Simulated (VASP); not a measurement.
Input of a VASP 6.6.1 run:

File INCAR:

```
ALGO = Fast
EDIFF = 1E-7
ENCUT = 520
GGA = PS
ISIF = 2
ISMEAR = 0
ISPIN = 2
LASPH = True
LCHARG = True
LELF = True
LMAXMIX = 4
LORBIT = 11
LREAL = False
LVHAR = True
LWAVE = False
MAGMOM = 3 3 3 3 3 3 0 0
NBANDS = 45
NELM = 150
PREC = Accurate
SIGMA = 0.1
```

Contents of KPOINTS:

```
k-points
0
Gamma
  6 6 4
```

POSCAR

```
Co3Si
1.0
    4.9764702420      0.0000000000      0.0000000000
   -2.4882351210      4.3097496507      0.0000000000
    0.0000000000      0.0000000000      3.9727940000
Co Si
6 2
Direct
    0.1674720000      0.3349440000      0.7500000000
    0.6650560000      0.8325280000      0.7500000000
    0.1674720000      0.8325280000      0.7500000000
    0.8325280000      0.6650560000      0.2500000000
    0.3349440000      0.1674720000      0.2500000000
    0.8325280000      0.1674720000      0.2500000000
    0.6666666700      0.3333333300      0.7500000000
    0.3333333300      0.6666666700      0.2500000000
```

Potentials or basis: VASP PAW PBE potentials, release 64 (Co, Si).

Run with:

```sh
$ cat potpaw_PBE.64/Co/POTCAR potpaw_PBE.64/Si/POTCAR > POTCAR
$ mpirun -np 1 vasp_std > vasp.out
```

Problem. What does it give for the pressure?

Solution. -8.1 GPa.

Problem. Estimate the site moments.

Solution. Co +0.99; Si -0.05 μB.

Forces on the atoms (eV/Å):
```
Co   0.000  0.064  0.000
Co  -0.055 -0.032  0.000
Co   0.055 -0.032  0.000
Co   0.000 -0.064  0.000
Co   0.055  0.032  0.000
Co  -0.055  0.032  0.000
Si   0.000  0.000  0.000
Si   0.000  0.000  0.000
```

Caveat: the k points lie up to 0.40 Å⁻¹ apart; the PAW data sets were made with another functional, which shifts forces and pressure a little.
